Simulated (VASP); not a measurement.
## Na: single point with PBEsol

Na:

```
Na
1.0
     0.00000    2.66516    2.66516
     2.66516    0.00000    2.66516
     2.66516    2.66516    0.00000
Na
1
Direct
  0.00000 0.00000 0.00000
```

This cell differs from its parent crystal: Li replaced by Na, lengths x 1.178, strained.

```json
{"Program": "VASP 6.6.1", "Task": "single point", "Functional": "PBEsol", "Potentials or basis": "VASP PAW PBE potentials, release 64 (Na_pv)", "Cutoff": "520 eV", "k mesh": "6 × 6 × 6", "Occupations": "gaussian, width 0.1 eV", "Spin": "no spin polarisation", "Dipole correction": "no", "Further INCAR settings": "ALGO = Fast; EDIFF = 1e-06; NBANDS = 10"}
```

- Pressure: -0.2 GPa

Levels at points of the mesh, in eV from the Fermi level:
```tsv
k point	band 1	band 2	band 3	band 4	band 5	band 6	band 7	band 8
(0.00, 0.00, 0.00)	-24.58	-24.58	-24.58	-3.01	11.19	11.19	11.19	12.26
(0.50, 0.00, 0.00)	-24.61	-24.58	-24.58	0.76	1.17	10.23	10.23	11.24
(0.50, 0.50, 0.00)	-24.61	-24.59	-24.59	1.96	2.51	6.42	7.25	7.25
```

Run time: 6 s on 1 thread of Intel Xeon 6975P-C (shared host), peak memory 0.14 GiB.

Caveat: the cell differs from its parent crystal (Li replaced by Na, lengths x 1.178, strained); the PAW data sets were made with another functional, which shifts forces and pressure a little.
